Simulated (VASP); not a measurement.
Write the native input for VASP 6.6.1 that does the following.

| Item | Value |
| --- | --- |
| Task | relaxation of cell and atoms |
| Functional | PBE |
| Potentials or basis | VASP PAW PBE potentials, release 64 (Sn_d, Ru_pv) |
| Cutoff | 600 eV |
| k mesh | 12 × 12 × 12 |
| Occupations | gaussian, width 0.1 eV |
| Spin | no spin polarisation |
| Dipole correction | no |
| Further INCAR settings | ALGO = Fast; EDIFF = 1e-07; IBRION = 2; EDIFFG = -0.01; NSW = 100; ISIF = 3 |

The structure of Sn3Ru lies in POSCAR:

```
Sn3Ru
1.0
    0.0000000000      3.5208581860      3.5208581860
    3.5208581860      0.0000000000      3.5208581860
    3.5208581860      3.5208581860      0.0000000000
Sn Ru
3 1
Direct
    0.2500000000      0.2500000000      0.2500000000
    0.7500000000      0.7500000000      0.7500000000
    0.5000000000      0.5000000000      0.5000000000
    0.0000000000      0.0000000000      0.0000000000
```

The cell was built from a structure type or drawn by symmetry, and may not be a known phase.

These files were run (other wordings do the same):

INCAR

```
ALGO     = Fast           # electronic algorithm
EDIFF    = 1E-7           # SCF threshold, eV
EDIFFG   = -0.01          # ionic threshold
ENCUT    = 600            # plane-wave cutoff, eV
GGA      = PE             # functional
IBRION   = 2              # ionic algorithm
ISIF     = 3              # what is computed and relaxed
ISMEAR   = 0              # smearing method
LASPH    = T              # aspherical terms in the spheres
LCHARG   = F              # write CHGCAR
LREAL    = F              # projectors in reciprocal space
LWAVE    = F              # write WAVECAR
NELM     = 100            # most SCF steps
NSW      = 100            # ionic steps
PREC     = Accurate       # precision mode
SIGMA    = 0.1            # smearing width, eV
```

KPOINTS

```
k-points
0
Gamma
  12 12 12
```

Potentials or basis: VASP PAW PBE potentials, release 64 (Sn_d, Ru_pv).

The run is started by

```console
$ cat potpaw_PBE.64/Sn_d/POTCAR potpaw_PBE.64/Ru_pv/POTCAR > POTCAR
$ mpirun -np 1 vasp_std > vasp.out
```

It gave:

```yaml
Relaxed_volume: 21.70 Å³/atom
Relaxed_cell: a = 4.970 Å, b = 4.970 Å, c = 4.970 Å, α = 60.00°, β = 60.00°, γ = 60.00°
Space_group_after_relaxing_to_0.1_Å: Fm-3m (No. 225)
Energy_gained_by_relaxing: 0.2 meV/atom
Ionic_steps: 3
Pressure_after_relaxing: 0.0 GPa
Band_gap_on_the_k_mesh: zero (bands 28 and 29 overlap by 1.27 eV)
```

Caveat: spin-orbit coupling is left out, which moves the levels of the heavy elements.

Wall time 15 min on 1 thread of Intel Xeon 8259CL (shared host), peak memory 0.4 GiB.
